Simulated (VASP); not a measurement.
**In: single point with PBE**

In:

```
In
1.0
     4.62965    0.00000    0.00000
     0.00000    7.67515    0.00000
     0.00000    0.00000    3.45201
In
4
Direct
  0.02050 0.25000 0.63480
  0.97950 0.75000 0.36520
  0.47950 0.75000 0.13480
  0.52050 0.25000 0.86520
```

```
Program                : VASP 6.6.1
Task                   : single point
Functional             : PBE
Potentials or basis    : VASP PAW PBE potentials, release 64 (In_d)
Cutoff                 : 520 eV
k mesh                 : 4 × 4 × 6
Occupations            : gaussian, width 0.1 eV
Spin                   : no spin polarisation
Dipole correction      : no
Further INCAR settings : ALGO = Normal; EDIFF = 1e-07; NBANDS = 34
```

* Pressure: 12.5 GPa
* Largest force: 2.152 eV/Å
* Band gap on the k mesh: zero (band 26 reaches 7.17 eV, above the bottom of band 27 at 4.19 eV)

Forces in eV/Å, atoms in the order of the input:
```
In  -0.010  0.000 -2.152
In   0.010  0.000  2.152
In   0.010  0.000 -2.152
In  -0.010  0.000  2.152
```

Stress tensor (GPa, compression positive):
```
39.13  0.00  0.00
 0.00 -5.23  0.00
 0.00  0.00  3.52
```

Levels at points of the mesh, in eV from the Fermi level:
| k point | band 23 | band 24 | band 25 | band 26 | band 27 | band 28 | band 29 | band 30 |
| --- | --- | --- | --- | --- | --- | --- | --- | --- |
| (0.00, 0.00, 0.00) | -3.40 | -1.99 | -1.21 | -0.52 | 0.93 | 1.47 | 3.17 | 4.90 |
| (0.50, 0.00, 0.00) | -6.20 | -6.20 | -1.33 | -1.33 | 3.77 | 3.77 | 5.34 | 5.34 |
| (0.00, 0.50, 0.00) | -1.62 | -1.62 | -1.46 | -1.46 | -0.04 | -0.04 | 5.33 | 5.33 |
| (0.50, 0.50, 0.00) | -6.85 | -6.85 | 0.59 | 0.59 | 0.59 | 0.59 | 5.63 | 5.63 |
| (0.00, 0.00, 0.50) | -3.52 | -3.52 | -0.21 | -0.21 | 0.46 | 0.46 | 2.61 | 2.61 |
| (0.50, 0.00, 0.50) | -4.43 | -4.43 | -1.43 | -1.43 | -1.35 | -1.35 | 1.02 | 1.02 |
| (0.00, 0.50, 0.50) | -3.84 | -3.84 | 0.47 | 0.47 | 0.85 | 0.85 | 2.99 | 2.99 |
| (0.50, 0.50, 0.50) | -4.50 | -4.50 | -1.69 | -1.69 | -1.69 | -1.69 | 2.83 | 2.83 |

Run time: 47 s on 1 thread of Intel(R) Xeon(R) 6975P-C (Granite Rapids), on a shared host, peak memory 0.28 GiB.

Caveat: spin-orbit coupling is left out, which moves the levels of the heavy elements; forces of over 1 eV/Å act on the atoms, so gaps and moduli don't describe the material at rest.
